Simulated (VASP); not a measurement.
Set up this calculation in VASP 6.6.1, as the native input.

```yaml
Task: single point
Functional: PBE
Potentials_or_basis: VASP PAW PBE potentials, release 64 (Sb, Pt)
Cutoff: 520 eV
k_mesh: 5 × 5 × 5
Occupations: fermi-dirac, width 0.1 eV
Spin: no spin polarisation
Dipole_correction: no
Further_INCAR_settings: ALGO = Normal; EDIFF = 1e-07; NBANDS = 52
```

The structure of Sb2Pt lies in POSCAR:

```
Sb2Pt
1.0
    6.5545648552      0.0000000000      0.0000000000
    0.0000000000      6.5545648552      0.0000000000
    0.0000000000      0.0000000000      6.5545648552
Sb Pt
8 4
Direct
    0.3747001533      0.3747001533      0.3747001533
    0.1252998467      0.6252998467      0.8747001533
    0.8747001533      0.1252998467      0.6252998467
    0.6252998467      0.8747001533      0.1252998467
    0.6252998467      0.6252998467      0.6252998467
    0.8747001533      0.3747001533      0.1252998467
    0.1252998467      0.8747001533      0.3747001533
    0.3747001533      0.1252998467      0.8747001533
    0.0000000000      0.0000000000      0.0000000000
    0.5000000000      0.0000000000      0.5000000000
    0.5000000000      0.5000000000      0.0000000000
    0.0000000000      0.5000000000      0.5000000000
```

One way to write it, as run:

INCAR

```
PREC = Accurate
ENCUT = 520
EDIFF = 1E-7
ISMEAR = -1
SIGMA = 0.1
LREAL = F
LASPH = T
NELM = 80
ALGO = Normal
ISIF = 2
LWAVE = F
LCHARG = F
GGA = PE
NBANDS = 52
```

KPOINTS

```
regular mesh
0
Gamma
  5 5 5
```

Potentials or basis: VASP PAW PBE potentials, release 64 (Sb, Pt).

Command:

```sh
$ cat potpaw_PBE.64/Sb/POTCAR potpaw_PBE.64/Pt/POTCAR > POTCAR
$ mpirun -np 1 vasp_std > vasp.out
```

Results of the run:

```json
{
 "Pressure": "-0.3 GPa",
 "Largest force": "0.022 eV/Å",
 "Band gap on the k mesh": "zero (bands 40 and 41 overlap by 0.14 eV)"
}
```

Caveat: spin-orbit coupling is left out, which moves the levels of the heavy elements.

Wall time 3.7 min on 1 thread of Oxide Virtual Turin-like Processor, on a shared host, peak memory 0.37 GiB.
